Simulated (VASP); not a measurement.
# BeNb2CuAg12: single point with PBE

The system is BeNb2CuAg12.

```
CELL_PARAMETERS angstrom
6.51336 -0.30260 -0.04974
-0.30260 6.24598 -0.02875
-0.04974 -0.02875 6.50656
ATOMIC_POSITIONS crystal
Ag 0.55040 0.47217 0.82943
Ag 0.26504 0.13110 0.61895
Ag 0.53771 0.88952 0.36971
Ag 0.08375 0.36132 0.28291
Ag 0.75878 0.08654 0.01147
Ag 0.05611 0.88262 0.87949
Ag 0.83406 0.16554 0.59633
Ag 0.08266 0.44612 0.86077
Ag 0.77920 0.56786 0.14369
Ag 0.81912 0.65427 0.57230
Ag 0.49228 0.41174 0.34632
Ag 0.47862 0.87966 0.77055
Nb 0.02811 0.93736 0.30495
Nb 0.36297 0.11592 0.09752
Be 0.31239 0.69112 0.09222
Cu 0.24857 0.65243 0.54809
```

```
Program                : VASP 6.6.1
Task                   : single point
Functional             : PBE
Potentials or basis    : VASP PAW PBE potentials, release 64 (Ag, Nb_sv, Be, Cu)
Cutoff                 : 520 eV
k mesh                 : 4 × 4 × 4
Occupations            : fermi-dirac, width 0.1818 eV
Spin                   : no spin polarisation
Dipole correction      : no
Further INCAR settings : LREAL = Auto; ALGO = Normal; EDIFF = 1e-06; NBANDS = 100
```

```
Pressure               : 12.0 GPa
Largest force          : 3.086 eV/Å
Band gap on the k mesh : zero (an odd number of electrons rules out a gap without spin polarisation)
```

Forces in eV/Å, atoms in the order of the input:
```
Ag  -1.240 -1.345 -0.370
Ag  -0.665  2.718 -1.303
Ag   0.816 -0.271 -0.723
Ag  -0.512  1.143  0.428
Ag   0.267  1.183  0.944
Ag  -0.140 -1.161 -0.425
Ag  -0.824  0.421  0.145
Ag   0.174 -0.590  0.164
Ag   1.511  1.450 -0.913
Ag   0.626 -0.213 -0.038
Ag  -0.225  0.340  2.277
Ag   2.125 -1.518  1.525
Nb   1.579 -1.511 -0.484
Nb  -2.357 -0.129 -1.048
Be  -0.112 -0.225  0.389
Cu  -1.024 -0.293 -0.569
```

Stress tensor (GPa, compression positive):
```
11.69  0.31  1.83
 0.31 10.93  1.21
 1.83  1.21 13.24
```

Levels at points of the mesh, in eV from the Fermi level:
```csv
k point,band 83,band 84,band 85,band 86,band 87,band 88
"(0.00, 0.00, 0.00)",-0.57,-0.43,-0.34,-0.24,-0.08,0.22
"(0.50, 0.00, 0.00)",-0.96,-0.32,-0.29,-0.13,0.13,0.62
"(0.00, 0.50, 0.00)",-1.20,-0.73,-0.66,0.02,0.20,0.50
"(0.50, 0.50, 0.00)",-0.72,-0.62,-0.43,-0.12,0.17,0.63
"(0.00, 0.00, 0.50)",-1.07,-0.79,-0.30,-0.20,-0.01,0.38
"(0.50, 0.00, 0.50)",-0.76,-0.40,-0.22,-0.07,0.45,0.51
"(0.00, 0.50, 0.50)",-0.58,-0.42,-0.26,-0.22,0.14,0.42
"(0.50, 0.50, 0.50)",-0.61,-0.38,-0.04,0.12,0.38,0.50
```

Run time: 5.4 min on 1 × NVIDIA H100 80GB with 1 thread of AMD EPYC 7R13 Processor (Zen 3), with other jobs on the host, peak memory 1.8 GiB.

Caveat: the atoms stand as in a frame of molecular dynamics.
